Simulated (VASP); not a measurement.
# Ti (Fm-3m) in VASP: a series of runs

The runs below take Ti through single point, with LDA.

Program: VASP 6.6.1. These are calculated values, not measurements. Logs are shortened: lines on timing, memory, paths and dates and some standing lists are left out, and cuts for length are marked.

## Step 1: The cell of the first run

The structure is cubic, space group Fm-3m (No. 225). Conventional cell: a = 4.005 Å, b = 4.005 Å, c = 4.005 Å, α = 90.00°, β = 90.00°, γ = 90.00°. Ti (site symmetry m-3m) has 12 Ti at 2.83 Å within 3.7 Å.

## Step 2: Single point, LDA

File INCAR:

```
  PREC = Accurate
  ENCUT = 520
  EDIFF = 1E-6
  ISMEAR = -1
  SIGMA = 0.1
  LREAL = False
  LASPH = True
  NELM = 100
  ALGO = Normal
  ISIF = 2
  LWAVE = False
  LCHARG = False
  NBANDS = 12
```

File KPOINTS:

```
Automatic mesh
0
Gamma
  15 15 15
```

File POSCAR:

```
Ti
1.0
    0.0000000000      2.0024352018      2.0024352018
    2.0024352018      0.0000000000      2.0024352018
    2.0024352018      2.0024352018      0.0000000000
Ti
1
Direct
    0.0000000000      0.0000000000      0.0000000000
```

Potentials or basis: VASP PAW LDA potentials, release 64 (Ti_sv).

On the command line:

```
$ cat potpaw_LDA.64/Ti_sv/POTCAR > POTCAR
$ mpirun -np 1 vasp_std > vasp.out
```

OUTCAR:

```text
PREC = Accurate
   ENCUT = 520
   EDIFF = 1E-6
   ISMEAR = -1
   LREAL = False
   LASPH = True
   NELM = 100
   ISIF = 2

 ion  position               nearest neighbor table
   1  0.000  0.000  0.000-

  LATTYP: Found a face centered cubic cell.
 ALAT       =     4.0048704036

  Lattice vectors:

 A1 = (   0.0000000000,   2.0024352018,   2.0024352018)
 A2 = (   2.0024352018,   0.0000000000,   2.0024352018)
 A3 = (   2.0024352018,   2.0024352018,   0.0000000000)

Analysis of symmetry for initial positions (statically):
=====================================================================
 Subroutine PRICEL returns:
 Original cell was already a primitive cell.

 Routine SETGRP: Setting up the symmetry group for a
 face centered cubic supercell.

 Subroutine GETGRP returns: Found 48 space group operations
 (whereof 48 operations were pure point group operations)
 out of a pool of 48 trial point group operations.

The static configuration has the point symmetry O_h .

Analysis of symmetry for dynamics (positions and initial velocities):
=====================================================================
 Subroutine PRICEL returns:
 Original cell was already a primitive cell.

 Routine SETGRP: Setting up the symmetry group for a
 face centered cubic supercell.

 Subroutine GETGRP returns: Found 48 space group operations
 (whereof 48 operations were pure point group operations)
 out of a pool of 48 trial point group operations.

The dynamic configuration has the point symmetry O_h .

 Subroutine INISYM returns: Found 48 space group operations
 (whereof 48 operations are pure point group operations),
 and found     1 'primitive' translations

----------------------------------------------------------------------------------------

                                     Primitive cell

  volume of cell :      16.0585

  direct lattice vectors                    reciprocal lattice vectors
     0.000000000  2.002435202  2.002435202    -0.249695970  0.249695970  0.249695970
     2.002435202  0.000000000  2.002435202     0.249695970 -0.249695970  0.249695970
     2.002435202  2.002435202  0.000000000     0.249695970  0.249695970 -0.249695970

  length of vectors
     2.831871020  2.831871020  2.831871020     0.432486106  0.432486106  0.432486106

  position of ions in fractional coordinates (direct lattice)
     0.000000000  0.000000000  0.000000000

[... 68 lines left out ...]
   ICHARG =      2    charge: 1-file 2-atom 10-const
   ISPIN  =      1    spin polarized calculation?
   LNONCOLLINEAR =      F non collinear calculations
   LSORBIT =      F    spin-orbit coupling
   LASPH  =      T    aspherical Exc in radial PAW
   ENCUT  =  520.0 eV  38.22 Ry    6.18 a.u.   5.27  5.27  5.27*2*pi/ulx,y,z
   NELM   =    100;   NELMIN=  2; NELMDL= -5     # of ELM steps
   EDIFF  = 0.1E-05   stopping-criterion for ELM
   LREAL  =      F    real-space projection
[... 7 lines left out ...]
   TEBEG  =    0.0;   TEEND  =   0.0 temperature during run
   PSTRESS=    0.0 pullay stress
   NELECT =      12.0000    total number of electrons
   NUPDOWN=      -1.0000    fix difference up-down
   EMIN   =  10.00;   EMAX   =-10.00  energy-range for DOS
   EFERMI =   0.00;   METHOD = LEGACY
   ISMEAR =    -1;   SIGMA  =   0.10  broadening in eV -4-tet -1-fermi 0-gaus
   EFERMI_NEDOS =   21; number of points for ismear=-14 and -15
   IALGO  =     38    algorithm
   IMIX   =      4    mixing-type and parameters
     AMIX     =   0.40;   BMIX     =  1.00
     AMIX_MAG =   1.60;   BMIX_MAG =  1.00
  volume/ion in A,a.u.               =      16.06       108.37
  Fermi-wavevector in a.u.,A,eV,Ry     =   1.485594  2.807365 30.027912  2.206989
  Thomas-Fermi vector in A             =   2.598986
   LORBIT       =      0    0 simple, 1 ext, 2 COOP (PROOUT), +10 PAW based schemes
   GGA     = CA    functional components
   LHFCALC =     F    Hartree Fock is set to
   AEXX    =    0.0000 exact exchange contribution
   IVDW    =     0    specifies the selected vdW correction
   LEPSILON=     F    determine dielectric tensor
   LRPA    =     F    only Hartree local field effects (RPA)
 non-spin polarized calculation
  energy-cutoff  :      520.00
  volume of cell :       16.06
 maximum number of plane-waves:       445
 NGX is ok and might be reduce to    24
   NGX = 11   NGY = 11   NGZ = 11

 number of electron      11.9999999 magnetization

 Free energy of the ion-electron system (eV)
  ---------------------------------------------------
  ext. energy  EPLUGINS =         0.00000000
  ---------------------------------------------------
  free energy    TOTEN  =        -8.52539138 eV

  energy without entropy =       -8.47276978  energy(sigma->0) =       -8.49908058

 E-fermi :   8.8468     XC(G=0): -12.1642

 val. band max:        8.8263373310   @ k =   0.2667   0.1333   0.0667
 cond. band min:       8.8575398909   @ k =  -0.4667   0.2667   0.1333
 fundamental gap:      0.0312025598
 Fermi energy:         8.8467755872

 k-point     1 :       0.0000    0.0000    0.0000
  band No.  band energies     occupation
      1     -47.0525      2.00000
      2     -23.1747      2.00000
      3     -23.1747      2.00000
      4     -23.1747      2.00000
      5       2.6527      2.00000
      6       9.7329      0.00028
      7       9.7329      0.00028
      8       9.7329      0.00028
      9      11.5233      0.00000
     10      11.5233      0.00000
     11      24.6226      0.00000
     12      29.4044      0.00000
[... 331 lines left out ...]
 k-point    24 :       0.2000    0.1333    0.0000
  band No.  band energies     occupation
      1     -46.9905      2.00000
      2     -23.4294      2.00000
      3     -23.2527      2.00000
      4     -23.2457      2.00000
      5       3.9550      2.00000
      6       8.8643      0.91258
      7      10.2171      0.00000
      8      10.2976      0.00000
      9      10.8081      0.00000
     10      11.8033      0.00000
     11      25.3835      0.00000
     12      26.0472      0.00000

 [... further k-points ...]
[... 5 lines left out ...]
  --------------------------------------------------------------------------------------
  -------------------------------------------------------------------------------------
  Total       -0.0141005     -0.0141005     -0.0141005      0.0000000     -0.0000000      0.0000000
  in kB       -1.4068203     -1.4068203     -1.4068203      0.0000000     -0.0000000      0.0000000
  external PRESSURE =      -1.4068203 kB  Pullay stress =       0.0000000 kB

 VOLUME and BASIS-vectors are now :
 -----------------------------------------------------------------------------
  energy-cutoff  :      520.00
  volume of cell :       16.06
      direct lattice vectors                 reciprocal lattice vectors
     0.000000000  2.002435202  2.002435202    -0.249695970  0.249695970  0.249695970
     2.002435202  0.000000000  2.002435202     0.249695970 -0.249695970  0.249695970
     2.002435202  2.002435202  0.000000000     0.249695970  0.249695970 -0.249695970

 POSITION                                       TOTAL-FORCE (eV/Angst)
 -----------------------------------------------------------------------------------
      0.00000      0.00000      0.00000         0.000000     -0.000000     -0.000000
 -----------------------------------------------------------------------------------
    total drift:                                0.000000      0.000000     -0.000000

  FREE ENERGIE OF THE ION-ELECTRON SYSTEM (eV)
  ---------------------------------------------------
  free  energy   TOTEN  =        -8.5253913808 eV

  energy  without entropy=       -8.4727697797  energy(sigma->0) =       -8.49908058
```

Wall time 16 s (1 thread of Intel Xeon 6975P-C (Granite Rapids), shared host); peak memory 0.14 GiB.

What came out:

```
Free energy            : -8.5254 eV
Pressure               : -0.1 GPa
Band gap on the k mesh : zero (band 6 reaches 9.73 eV, above the bottom of band 7 at 8.52 eV)
```

Levels at points of the mesh, in eV from the Fermi level:
```
           k point  band 2  band 3  band 4  band 5  band 6  band 7  band 8  band 9  band 10  band 11
(0.00, 0.00, 0.00)  -32.02  -32.02  -32.02   -6.19    0.89    0.89    0.89    2.68     2.68    15.78
```

## Step 3: Single point, LDA (volume scaled by 1.04)

File INCAR:

```
ALGO = Normal ; EDIFF = 1E-6
ENCUT = 520 ; GGA = CA
ISIF = 2 ; ISMEAR = -1
LASPH = T ; LCHARG = F
LREAL = F ; LWAVE = F
NBANDS = 12 ; NELM = 60
PREC = Accurate ; SIGMA = 0.1
```

File KPOINTS:

```
k-points
0
Gamma
  15 15 15
```

File POSCAR:

```
Ti
1.0
    0.0000000000      2.0287860552      2.0287860552
    2.0287860552      0.0000000000      2.0287860552
    2.0287860552      2.0287860552      0.0000000000
Ti
1
Direct
    0.0000000000      0.0000000000      0.0000000000
```

Potentials or basis: VASP PAW LDA potentials, release 64 (Ti_sv).

On the command line:

```
$ cat potpaw_LDA.64/Ti_sv/POTCAR > POTCAR
$ mpirun -np 1 vasp_std > vasp.out
```

OUTCAR:

```text
EDIFF = 1E-6
   ENCUT = 520
   GGA = CA
   ISIF = 2
   ISMEAR = -1
   LASPH = T
   LREAL = F
   NELM = 60
   PREC = Accurate

 ion  position               nearest neighbor table
   1  0.000  0.000  0.000-

  LATTYP: Found a face centered cubic cell.
 ALAT       =     4.0575721104

  Lattice vectors:

 A1 = (   0.0000000000,   2.0287860552,   2.0287860552)
 A2 = (   2.0287860552,   0.0000000000,   2.0287860552)
 A3 = (   2.0287860552,   2.0287860552,   0.0000000000)

[... 537 lines left out ...]
     12      25.2675      0.00000

 [... further k-points ...]

------------------------ aborting loop because EDIFF is reached ----------------------------------------

  FORCE on cell =-STRESS in cart. coord.  units (eV):
  Direction    XX          YY          ZZ          XY          YZ          ZX
  --------------------------------------------------------------------------------------
  -------------------------------------------------------------------------------------
  Total       -0.4739918     -0.4739918     -0.4739918     -0.0000000     -0.0000000      0.0000000
  in kB      -45.4718553    -45.4718553    -45.4718553     -0.0000000     -0.0000000      0.0000000
  external PRESSURE =     -45.4718553 kB  Pullay stress =       0.0000000 kB

 VOLUME and BASIS-vectors are now :
 -----------------------------------------------------------------------------
  energy-cutoff  :      520.00
  volume of cell :       16.70
      direct lattice vectors                 reciprocal lattice vectors
     0.000000000  2.028786055  2.028786055    -0.246452798  0.246452798  0.246452798
     2.028786055  0.000000000  2.028786055     0.246452798 -0.246452798  0.246452798
     2.028786055  2.028786055  0.000000000     0.246452798  0.246452798 -0.246452798

 POSITION                                       TOTAL-FORCE (eV/Angst)
 -----------------------------------------------------------------------------------
      0.00000      0.00000      0.00000         0.000000      0.000000     -0.000000
 -----------------------------------------------------------------------------------
    total drift:                               -0.000000      0.000000     -0.000000

  FREE ENERGIE OF THE ION-ELECTRON SYSTEM (eV)
  ---------------------------------------------------
  free  energy   TOTEN  =        -8.5159000692 eV

  energy  without entropy=       -8.4608450367  energy(sigma->0) =       -8.48837255
```

OSZICAR:

```text
N       E                     dE             d eps       ncg     rms          rms(c)
DAV:   1     0.856833111665E+02    0.85683E+02   -0.65404E+03  2888   0.120E+03
DAV:   2    -0.517471879593E+01   -0.90858E+02   -0.88333E+02  2916   0.295E+02
DAV:   3    -0.941446737743E+01   -0.42397E+01   -0.41914E+01  3992   0.646E+01
DAV:   4    -0.950614099408E+01   -0.91674E-01   -0.91562E-01  3256   0.855E+00
DAV:   5    -0.950839426465E+01   -0.22533E-02   -0.22532E-02  3464   0.117E+00    0.844E+00
DAV:   6    -0.852554465707E+01    0.98285E+00   -0.20310E+00  3112   0.208E+01    0.223E+00
DAV:   7    -0.850863711277E+01    0.16908E-01   -0.92078E-02  3524   0.326E+00    0.127E+00
DAV:   8    -0.851557315647E+01   -0.69360E-02   -0.40119E-02  2984   0.259E+00    0.159E-01
DAV:   9    -0.851586758502E+01   -0.29443E-03   -0.30213E-03  3632   0.630E-01    0.792E-02
DAV:  10    -0.851591242690E+01   -0.44842E-04   -0.29784E-04  3084   0.201E-01    0.126E-02
DAV:  11    -0.851590103789E+01    0.11389E-04   -0.19942E-05  3456   0.621E-02    0.105E-02
DAV:  12    -0.851590006917E+01    0.96872E-06   -0.25334E-06  3124   0.204E-02
   1 F= -.85159001E+01 E0= -.84883726E+01  d E =-.550550E-01
```

Wall time 15 s (1 thread of Intel Xeon 6975P-C (Granite Rapids), shared host); peak memory 0.14 GiB.

Results:

* Free energy: -8.5159 eV
* Pressure: -4.5 GPa
* Band gap on the k mesh: zero (band 6 reaches 9.28 eV, above the bottom of band 7 at 8.11 eV)

## Step 4: Single point, LDA (volume scaled by 1.08)

File INCAR:

```
PREC     = Accurate       # precision mode
ENCUT    = 520            # plane-wave cutoff, eV
EDIFF    = 1E-6           # SCF threshold, eV
ISMEAR   = -1             # smearing method
SIGMA    = 0.1            # smearing width, eV
LREAL    = F              # projectors in reciprocal space
LASPH    = T              # aspherical terms in the spheres
NELM     = 100            # most SCF steps
ALGO     = Normal         # electronic algorithm
ISIF     = 2              # what is computed and relaxed
LWAVE    = F              # write WAVECAR
LCHARG   = F              # write CHGCAR
NBANDS   = 12             # bands
```

File KPOINTS:

```
regular mesh
0
Gamma
  15 15 15
```

File POSCAR:

```
Ti
1.0
    0.0000000000      2.0544696179      2.0544696179
    2.0544696179      0.0000000000      2.0544696179
    2.0544696179      2.0544696179      0.0000000000
Ti
1
Direct
    0.0000000000      0.0000000000      0.0000000000
```

On the command line:

```
$ cat potpaw_LDA.64/Ti_sv/POTCAR > POTCAR
$ mpirun -np 1 vasp_std > vasp.out
```

Run time: 18 s. Hardware: 1 thread of Intel Xeon 6975P-C (Granite Rapids), shared host; peak memory 0.14 GiB.

The run converged. Its results:

```
Free energy            : -8.4902 eV
Pressure               : -8.3 GPa
Band gap on the k mesh : zero (band 6 reaches 8.85 eV, above the bottom of band 7 at 7.73 eV)
```

Levels at points of the mesh, in eV from the Fermi level:
| k point | band 2 | band 3 | band 4 | band 5 | band 6 | band 7 | band 8 | band 9 | band 10 | band 11 |
| --- | --- | --- | --- | --- | --- | --- | --- | --- | --- | --- |
| (0.00, 0.00, 0.00) | -32.24 | -32.24 | -32.24 | -6.02 | 0.85 | 0.85 | 0.85 | 2.45 | 2.45 | 15.35 |

## Step 5: Summary

```tsv
cell	gap on the mesh (eV)	pressure (GPa)
a = 2.832 Å, angles 60.0°, 1 atom	none	-0.1
a = 2.869 Å, angles 60.0°, 1 atom	none	-4.5
a = 2.905 Å, angles 60.0°, 1 atom	none	-8.3
```

Alike in all rows: task single point; level LDA; potentials or basis VASP PAW LDA potentials, release 64 (Ti_sv); no spin polarisation; k mesh 15 × 15 × 15; cutoff (eV) 520; smearing fermi-dirac 0.1 eV.

Absolute energies hang on the potentials; compare differences alone.
